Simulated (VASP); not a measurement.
Crystal: CaSe.

```
Ca Se
1.0
     0.00000    2.95600    2.95600
     2.95600    0.00000    2.95600
     2.95600    2.95600    0.00000
Ca Se
1 1
Direct
  0.00000 0.00000 0.00000
  0.50000 0.50000 0.50000
```

Base run:

| Quantity | Value |
| --- | --- |
| Program | VASP 6.6.1 |
| Functional | PBE |
| Potentials or basis | VASP PAW PBE potentials, release 64 (Ca_sv, Se) |
| Cutoff | 520 eV |
| k mesh | 5 × 5 × 5 |
| Occupations | fermi-dirac, width 0.02 eV |
| Spin | no spin polarisation |

Its results: band gap on the k mesh 2.14 eV, indirect (least direct gap 3.02 eV); pressure 1.4 GPa.

**Question.** The run is repeated on the same cell with these changes: k mesh from 5 × 5 × 5 to 7 × 7 × 7. What comes out?

**Answer.** Band gap on the k mesh 2.08 eV, indirect (least direct gap 2.99 eV); pressure 1.4 GPa.

A k mesh can miss the band edges.
